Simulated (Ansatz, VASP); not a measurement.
# Al in VASP and in Ansatz

File INCAR:

```
SYSTEM = Al
  PREC = Accurate
  ENCUT = 520
  EDIFF = 1E-6
  ISMEAR = 0
  SIGMA = 0.15
  LREAL = .FALSE.
  LASPH = .TRUE.
  NELM = 100
  ALGO = Fast
  ISIF = 2
  LWAVE = .FALSE.
  LCHARG = .TRUE.
  GGA = PS
  LELF = .TRUE.
  LVHAR = .TRUE.
  NBANDS = 10
```

The input KPOINTS:

```
Automatic mesh
0
G
  24 24 14
  0 0 0
```

File POSCAR:

```
Al
1.0
    2.6820180836      0.0000000000      0.0000000000
   -1.3410090418      2.3226957938      0.0000000000
    0.0000000000      0.0000000000      5.2366593527
Al
2
Direct
    0.6666666667      0.3333333333      0.7500000000
    0.3333333333      0.6666666667      0.2500000000
```

Input for Ansatz:

```yaml
crystal:
  lattice:
    - [2.6820180836, 0.0, 0.0]
    - [-1.3410090418, 2.3226957938, 0.0]
    - [0.0, 0.0, 5.2366593527]
  atoms:
    - { symbol: Al, position: [0.6666666667, 0.3333333333, 0.75] }
    - { symbol: Al, position: [0.3333333333, 0.6666666667, 0.25] }
basis:
  ecutwfc: 420
kpoints:
  mp_grid: { grid: [24, 24, 14] }
hamiltonian:
  xc: pbesol
scf:
  occupations: { method: gaussian, width: 0.15 }
output:
  forces: true
  stress: true
  eigenvalues: true
```

Alike in both runs: task single point; functional PBEsol; k mesh 24 × 24 × 14; occupations gaussian, width 0.15 eV; no spin polarisation.

```csv
,VASP,Ansatz
version,VASP 6.6.1,Ansatz 0.2.0
potentials or method,"VASP PAW PBE potentials, release 64 (Al), cutoff 520 eV","scalar-relativistic, plane waves, PAW"
valence electrons in the cell,6,6
```

|  | VASP | Ansatz | Ansatz less VASP |
| --- | --- | --- | --- |
| gap on the k mesh at the Fermi level (eV) | none | none | - |
| pressure (GPa) | 3.4 | 3.3 | -0.09 |
| traceless stress, the component that is largest in VASP (GPa) | -8.97 | -8.90 | +0.070 |

VASP's potentials were made for PBE, not for PBEsol. A gap of «none» marks a metal or a gap that the smearing closes. With one functional, cell and mesh, what is left measures potentials, basis and numerics.
